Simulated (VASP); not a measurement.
# Al in VASP: further runs, part 2 of 2

VASP 6.6.1.

## Step 3: Single point, PBEsol

INCAR reads:

```
SYSTEM = Al
PREC = Accurate
ENCUT = 520
EDIFF = 1E-6
ISMEAR = -1
SIGMA = 0.1
LREAL = .FALSE.
LASPH = .TRUE.
NELM = 100
ALGO = Normal
ISIF = 2
LWAVE = .FALSE.
LCHARG = .FALSE.
LDIPOL = .TRUE.
IDIPOL = 3
DIPOL = 0.5 0.5 0.500
GGA = PS
NBANDS = 18
```

KPOINTS reads:

```
Automatic mesh
0
G
  13 13 1
  0 0 0
```

POSCAR reads:

```
Al
1.0
    2.8454993653      0.0000000000      0.0000000000
   -1.4227496826      2.4642747368      0.0000000000
    0.0000000000      0.0000000000     27.6351000000
Al
6
Direct
    0.8333333333      0.1666666667      0.2866063369
    0.1666666667      0.8333333333      0.3721625656
    0.8333333333      0.1666666667      0.4574975363
    0.1666666667      0.8333333333      0.5425024636
    0.8333333333      0.1666666667      0.6278374288
    0.1666666667      0.8333333333      0.7133936689
```

Potentials or basis: VASP PAW PBE potentials, release 64 (Al).

Launch:

```console
> cat potpaw_PBE.64/Al/POTCAR > POTCAR
> mpirun -np 1 vasp_std > vasp.out
```

OUTCAR:

```text
SYSTEM = Al
   PREC = Accurate
   ENCUT = 520
   EDIFF = 1E-6
   ISMEAR = -1
   LREAL = .FALSE.
   LASPH = .TRUE.
   NELM = 100
   ISIF = 2
   GGA = PS

 ion  position               nearest neighbor table
   1  0.833  0.167  0.287-   2 2.88   2 2.88   2 2.88
   2  0.167  0.833  0.372-   3 2.87   3 2.87   3 2.87   1 2.88   1 2.88   1 2.88
   3  0.833  0.167  0.457-   4 2.87   4 2.87   4 2.87   2 2.87   2 2.87   2 2.87
   4  0.167  0.833  0.543-   3 2.87   3 2.87   3 2.87   5 2.87   5 2.87   5 2.87
   5  0.833  0.167  0.628-   4 2.87   4 2.87   4 2.87   6 2.88   6 2.88   6 2.88
   6  0.167  0.833  0.713-   5 2.88   5 2.88   5 2.88

  LATTYP: Found a hexagonal cell.
 ALAT       =     2.8454993653
 C/A-ratio  =     9.7118629992

  Lattice vectors:

 A1 = (   2.8454993653,   0.0000000000,   0.0000000000)
 A2 = (  -1.4227496826,   2.4642747368,   0.0000000000)
 A3 = (   0.0000000000,   0.0000000000,  27.6351000000)

Analysis of symmetry for initial positions (statically):
=====================================================================
 Subroutine PRICEL returns:
 Original cell was already a primitive cell.

 Routine SETGRP: Setting up the symmetry group for a
 hexagonal supercell.

 Subroutine GETGRP returns: Found 12 space group operations
 (whereof  4 operations were pure point group operations)
 out of a pool of 24 trial point group operations.

The static configuration has the point symmetry C_2h.
 The point group associated with its full space group is D_3d.

Analysis of symmetry for dynamics (positions and initial velocities):
=====================================================================
 Subroutine PRICEL returns:
 Original cell was already a primitive cell.

 Routine SETGRP: Setting up the symmetry group for a
 hexagonal supercell.

 Subroutine GETGRP returns: Found 12 space group operations
 (whereof  4 operations were pure point group operations)
 out of a pool of 24 trial point group operations.

The dynamic configuration has the point symmetry C_2h.
 The point group associated with its full space group is D_3d.

 Subroutine INISYM returns: Found 12 space group operations
 (whereof  4 operations are pure point group operations),
 and found     1 'primitive' translations

----------------------------------------------------------------------------------------

                                     Primitive cell

  volume of cell :     193.7799

  direct lattice vectors                    reciprocal lattice vectors
     2.845499365  0.000000000  0.000000000     0.351432164  0.202899455  0.000000000
    -1.422749683  2.464274737  0.000000000     0.000000000  0.405798909  0.000000000
     0.000000000  0.000000000 27.635100000     0.000000000  0.000000000  0.036185865

  length of vectors
     2.845499365  2.845499365 27.635100000     0.405798909  0.405798909  0.036185865

  position of ions in fractional coordinates (direct lattice)
     0.833333333  0.166666667  0.286606337
     0.166666667  0.833333333  0.372162566
     0.833333333  0.166666667  0.457497536
     0.166666667  0.833333333  0.542502464
[... 45 lines left out ...]
  0.384615  0.000000  0.000000      6.000000
[... 13 lines left out ...]
  0.384615  0.230769  0.000000      6.000000
  0.307692  0.307692  0.000000      6.000000
   k-points           NKPTS =     21   k-points in BZ     NKDIM =     21   number of bands    NBANDS=     18
   number of dos      NEDOS =    301   number of ions     NIONS =      6
   total plane-waves  NPLWV = 120960
   dimension x,y,z NGX =    24 NGY =   24 NGZ =  210
   dimension x,y,z NGXF=    48 NGYF=   48 NGZF=  420
   ions per type =               6
   NGX,Y,Z   is equivalent  to a cutoff of  14.02, 14.02, 12.63 a.u.
   NGXF,Y,Z  is equivalent  to a cutoff of  28.04, 28.04, 25.27 a.u.
 SYSTEM =  Al
   PREC   = accura    normal or accurate (medium, high low for compatibility)
   ISTART =      0    job   : 0-new  1-cont  2-samecut
   ICHARG =      2    charge: 1-file 2-atom 10-const
   ISPIN  =      1    spin polarized calculation?
   LNONCOLLINEAR =      F non collinear calculations
   LSORBIT =      F    spin-orbit coupling
   LASPH  =      T    aspherical Exc in radial PAW
   ENCUT  =  520.0 eV  38.22 Ry    6.18 a.u.   5.29  5.29 51.38*2*pi/ulx,y,z
   NELM   =    100;   NELMIN=  2; NELMDL= -5     # of ELM steps
   EDIFF  = 0.1E-05   stopping-criterion for ELM
   LREAL  =      F    real-space projection
   EDIFFG = 0.1E-04   stopping-criterion for IOM
   NSW    =      0    number of steps for IOM
   IBRION =     -1    ionic relax: 0-MD 1-quasi-New 2-CG
   NFREE  =      0    steps in history (QN), initial steepest desc. (CG)
   ISIF   =      2    stress and relaxation
   ISYM   =      2    0-nonsym 1-usesym 2-fastsym
   POTIM  = 0.5000    time-step for ionic-motion
   TEBEG  =    0.0;   TEEND  =   0.0 temperature during run
   PSTRESS=    0.0 pullay stress
   NELECT =      18.0000    total number of electrons
   NUPDOWN=      -1.0000    fix difference up-down
   EMIN   =  10.00;   EMAX   =-10.00  energy-range for DOS
   EFERMI =   0.00;   METHOD = LEGACY
   ISMEAR =    -1;   SIGMA  =   0.10  broadening in eV -4-tet -1-fermi 0-gaus
   EFERMI_NEDOS =   21; number of points for ismear=-14 and -15
   IALGO  =     38    algorithm
   IMIX   =      4    mixing-type and parameters
     AMIX     =   0.40;   BMIX     =  1.00
     AMIX_MAG =   1.60;   BMIX_MAG =  1.00
  volume/ion in A,a.u.               =      32.30       217.95
  Fermi-wavevector in a.u.,A,eV,Ry     =   0.741417  1.401076  7.479119  0.549700
  Thomas-Fermi vector in A             =   1.836053
   LORBIT       =      0    0 simple, 1 ext, 2 COOP (PROOUT), +10 PAW based schemes
   GGA     = PS    functional components
   LHFCALC =     F    Hartree Fock is set to
   AEXX    =    0.0000 exact exchange contribution
   IVDW    =     0    specifies the selected vdW correction
   LEPSILON=     F    determine dielectric tensor
   LRPA    =     F    only Hartree local field effects (RPA)
 non-spin polarized calculation
  energy-cutoff  :      520.00
  volume of cell :      193.78
 maximum number of plane-waves:      5257
 NGX is ok and might be reduce to    24
   NGX = 11   NGY = 11   NGZ =103

 dipolmoment           0.000000      0.000000     -0.000000 electrons x Angstroem

 number of electron      18.0000000 magnetization

 dipolmoment           0.000000      0.000000      0.000001 electrons x Angstroem

 Free energy of the ion-electron system (eV)
  ---------------------------------------------------
  ext. energy  EPLUGINS =         0.00000000
  ---------------------------------------------------
  free energy    TOTEN  =       -23.58079155 eV

  energy without entropy =      -23.47252529  energy(sigma->0) =      -23.52665842

 E-fermi :   2.0946     XC(G=0):  -5.8983

 val. band max:        2.0889192764   @ k =   0.3077   0.3077   0.0000
 cond. band min:       2.1353712305   @ k =   0.3077   0.0000   0.0000
 fundamental gap:      0.0464519541
 Fermi energy:         2.0945523373

 k-point     1 :       0.0000    0.0000    0.0000
  band No.  band energies     occupation
      1      -8.8486      2.00000
      2      -8.3550      2.00000
      3      -7.5630      2.00000
      4      -6.4766      2.00000
      5      -5.1119      2.00000
      6      -3.4736      2.00000
[... 418 lines left out ...]
      5      -0.2696      2.00000
      6      -0.0273      2.00000
[... 10 lines left out ...]
     17       4.7703      0.00000
     18       4.7716      0.00000

------------------------ aborting loop because EDIFF is reached ----------------------------------------

 vacuum level on the upper side and lower side of the slab       (xc-potential included)        -0.146        -0.146

  FORCE on cell =-STRESS in cart. coord.  units (eV):
  Direction    XX          YY          ZZ          XY          YZ          ZX
  --------------------------------------------------------------------------------------
  -------------------------------------------------------------------------------------
  Total       -2.0803168     -2.0803168      0.0263879     -0.0000000      0.0000000     -0.0000000
  in kB      -17.2001170    -17.2001170      0.2181760     -0.0000000      0.0000000     -0.0000000
  external PRESSURE =     -11.3940193 kB  Pullay stress =       0.0000000 kB

 VOLUME and BASIS-vectors are now :
 -----------------------------------------------------------------------------
  energy-cutoff  :      520.00
  volume of cell :      193.78
      direct lattice vectors                 reciprocal lattice vectors
     2.845499365  0.000000000  0.000000000     0.351432164  0.202899455  0.000000000
    -1.422749683  2.464274737  0.000000000     0.000000000  0.405798909  0.000000000
     0.000000000  0.000000000 27.635100000     0.000000000  0.000000000  0.036185865

 POSITION                                       TOTAL-FORCE (eV/Angst)
 -----------------------------------------------------------------------------------
      2.13412      0.41071      7.92039        -0.000000      0.000000     -0.002983
     -0.71137      2.05356     10.28475         0.000000     -0.000000      0.002259
      2.13412      0.41071     12.64299         0.000000      0.000000     -0.004209
     -0.71137      2.05356     14.99211         0.000000     -0.000000      0.004209
      2.13412      0.41071     17.35035         0.000000      0.000000     -0.002259
     -0.71137      2.05356     19.71471         0.000000     -0.000000      0.002983
 -----------------------------------------------------------------------------------
    total drift:                               -0.000000      0.000000      0.000025

  FREE ENERGIE OF THE ION-ELECTRON SYSTEM (eV)
  ---------------------------------------------------
  free  energy   TOTEN  =       -23.5807915510 eV

  energy  without entropy=      -23.4725252935  energy(sigma->0) =      -23.52665842

 vacuum level on the upper side and lower side of the slab         6.118         6.118
```

Run time: 2.7 min. Hardware: 1 thread of Intel Xeon Platinum 8375C at 2.90GHz (Ice Lake), shared host; peak memory 0.32 GiB.

Results:

| Property | Result |
| --- | --- |
| Free energy | -23.5808 eV |
| Largest force | 0.004 eV/Å |
| Band gap on the k mesh | zero (band 9 reaches 3.88 eV, above the bottom of band 10 at 0.89 eV) |

Forces on the atoms (eV/Å):
```
Al   0.000  0.000 -0.003
Al   0.000  0.000  0.002
Al   0.000  0.000 -0.004
Al   0.000  0.000  0.004
Al   0.000  0.000 -0.002
Al   0.000  0.000  0.003
```

Caveat: the PAW data sets were made with another functional, which shifts forces and pressure a little.

## Step 4: Relaxation of the atoms, PBEsol

INCAR reads:

```
PREC = Accurate
ENCUT = 520
EDIFF = 1E-6
ISMEAR = -1
SIGMA = 0.1
LREAL = F
LASPH = T
NELM = 80
ALGO = Normal
ISIF = 2
LWAVE = F
LCHARG = F
LDIPOL = T
IDIPOL = 3
DIPOL = 0.5 0.5 0.500
GGA = PS
IBRION = 2
NSW = 60
EDIFFG = -0.01
```

KPOINTS reads:

```
regular mesh
0
Gamma
  13 13 1
```

POSCAR reads:

```
Al
1.0
    2.8454993653      0.0000000000      0.0000000000
   -1.4227496826      2.4642747368      0.0000000000
    0.0000000000      0.0000000000     27.6351000000
Al
6
Direct
    0.8333333330      0.1666666670      0.2894867110
    0.1666666670      0.8333333330      0.3736920266
    0.8333333330      0.1666666670      0.4578973422
    0.1666666670      0.8333333330      0.5421026578
    0.8333333330      0.1666666670      0.6263079734
    0.1666666670      0.8333333330      0.7105132890
```

Potentials or basis: VASP PAW PBE potentials, release 64 (Al).

Launch:

```console
> cat potpaw_PBE.64/Al/POTCAR > POTCAR
> mpirun -np 1 vasp_std > vasp.out
```

OUTCAR:

```text
PREC = Accurate
   ENCUT = 520
   EDIFF = 1E-6
   ISMEAR = -1
   LREAL = F
   LASPH = T
   NELM = 80
   ISIF = 2
   GGA = PS
   IBRION = 2
   NSW = 60
   EDIFFG = -0.01

 ion  position               nearest neighbor table
   1  0.833  0.167  0.289-   2 2.85   2 2.85   2 2.85
   2  0.167  0.833  0.374-   1 2.85   3 2.85   1 2.85   3 2.85   1 2.85   3 2.85
   3  0.833  0.167  0.458-   2 2.85   4 2.85   2 2.85   4 2.85   2 2.85   4 2.85
   4  0.167  0.833  0.542-   3 2.85   5 2.85   3 2.85   5 2.85   3 2.85   5 2.85
   5  0.833  0.167  0.626-   6 2.85   4 2.85   6 2.85   4 2.85   6 2.85   4 2.85
   6  0.167  0.833  0.711-   5 2.85   5 2.85   5 2.85

  LATTYP: Found a hexagonal cell.
 ALAT       =     2.8454993653
 C/A-ratio  =     9.7118629992

  Lattice vectors:

 A1 = (   2.8454993653,   0.0000000000,   0.0000000000)
[... 533 lines left out ...]
      7      -1.7145      2.00000
      8       0.3084      2.00000
      9       2.3739      0.11330
     10       4.3174      0.00000
     11       5.5709      0.00000
     12       6.4068      0.00000
     13       6.4950      0.00000
[... 308 lines left out ...]
      2      -1.6490      2.00000
      3      -0.9300      2.00000
      4      -0.4737      2.00000
      5      -0.2663      2.00000
      6      -0.0240      2.00000
      7      -0.0182      2.00000
      8       0.1993      2.00000
      9       0.8779      1.99999
     10       1.0897      1.99991
     11       1.6918      1.96434
     12       2.0886      1.02007
     13       2.2033      0.49693

------------------------ aborting loop because EDIFF is reached ----------------------------------------

 vacuum level on the upper side and lower side of the slab       (xc-potential included)        -0.167        -0.167

  FORCE on cell =-STRESS in cart. coord.  units (eV):
  Direction    XX          YY          ZZ          XY          YZ          ZX
  --------------------------------------------------------------------------------------
  -------------------------------------------------------------------------------------
  Total       -2.1047858     -2.1047858     -0.0233276     -0.0000000      0.0000000     -0.0000000
  in kB      -17.4024272    -17.4024272     -0.1928732     -0.0000000      0.0000000     -0.0000000
  external PRESSURE =     -11.6659092 kB  Pullay stress =       0.0000000 kB
[... 21 lines left out ...]
  FREE ENERGIE OF THE ION-ELECTRON SYSTEM (eV)
  ---------------------------------------------------
  free  energy   TOTEN  =       -23.5807808990 eV

  energy  without entropy=      -23.4730281716  energy(sigma->0) =      -23.52690454

 reached required accuracy - stopping structural energy minimisation

 vacuum level on the upper side and lower side of the slab         6.046         6.046
```

Run time: 8.1 min. Hardware: 1 thread of AMD EPYC 7R13 (Zen 3), shared host; peak memory 0.31 GiB.

What came out:

```yaml
Free_energy: -23.5808 eV
Energy_gained_by_relaxing: 1.0 meV/atom
Ionic_steps: 9
Largest_force_after_relaxing: 0.007 eV/Å
Band_gap_on_the_k_mesh: zero (band 9 reaches 3.87 eV, above the bottom of band 10 at 0.88 eV)
```

Forces on the atoms (eV/Å):
```
Al   0.000  0.000  0.002
Al   0.000  0.000  0.004
Al   0.000  0.000 -0.007
Al   0.000  0.000  0.007
Al   0.000  0.000 -0.004
Al   0.000  0.000 -0.002
```

The path:
```csv
step,energy change (eV),largest force (eV/Å),pressure (GPa)
1,0.0000,0.0962,-0.69
2,-0.0009,0.0782,-0.72
3,-0.0022,0.0541,-0.79
4,-0.0028,0.0428,-0.82
5,-0.0034,0.0598,-0.88
6,-0.0039,0.0542,-0.91
7,-0.0051,0.0381,-1.00
8,-0.0061,0.0165,-1.18
9,-0.0062,0.0065,-1.17
```

Final structure:
```
Al
1.0
     2.84550    0.00000    0.00000
    -1.42275    2.46427    0.00000
     0.00000    0.00000   27.63510
Al
6
Direct
  0.83333 0.16667 0.28641
  0.16667 0.83333 0.37204
  0.83333 0.16667 0.45747
  0.16667 0.83333 0.54253
  0.83333 0.16667 0.62796
  0.16667 0.83333 0.71359
```

Levels at points of the mesh, in eV from the Fermi level:
| k point | band 4 | band 5 | band 6 | band 7 | band 8 | band 9 | band 10 | band 11 | band 12 | band 13 |
| --- | --- | --- | --- | --- | --- | --- | --- | --- | --- | --- |
| (0.00, 0.00, 0.00) | -8.57 | -7.21 | -5.57 | -3.81 | -1.78 | 0.28 | 2.22 | 3.48 | 4.31 | 4.40 |

Caveat: the PAW data sets were made with another functional, which shifts forces and pressure a little.
